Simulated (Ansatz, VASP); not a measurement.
# Be3C2: VASP beside Ansatz

```
Be C
1.0
     3.01823    0.00000    0.00000
    -1.50911    2.61386    0.00000
     0.00000    0.00000    4.69587
Be C
3 2
Direct
  0.00000 0.00000 0.00000
  0.33333 0.66667 0.64500
  0.66667 0.33333 0.35500
  0.33333 0.66667 0.24500
  0.66667 0.33333 0.75500
```

Alike in both runs: task relaxation of cell and atoms; functional r2SCAN; k mesh 6 × 6 × 4; occupations gaussian, width 0.1 eV; no spin polarisation.

```csv
,VASP,Ansatz
version,VASP 6.6.1,Ansatz 0.2.0
potentials or method,"VASP PAW PBE potentials, release 64 (Be, C), cutoff 600 eV","scalar-relativistic, plane waves, PAW"
valence electrons in the cell,14,14
```

```tsv
	VASP	Ansatz	Ansatz less VASP
gap on the k mesh at the Fermi level, each at its own relaxed structure (eV)	none	none	-
relaxed volume (Å³/atom)	7.15	7.13	-0.020
relaxed length of the cell vector where the two differ most in proportion (Å)	3.028	3.025	-0.0032
```

VASP's potentials were made for PBE, not for r2SCAN. A gap of «none» marks a metal or a gap that the smearing closes.

The k mesh is coarse, so the values compare programs but aren't converged.
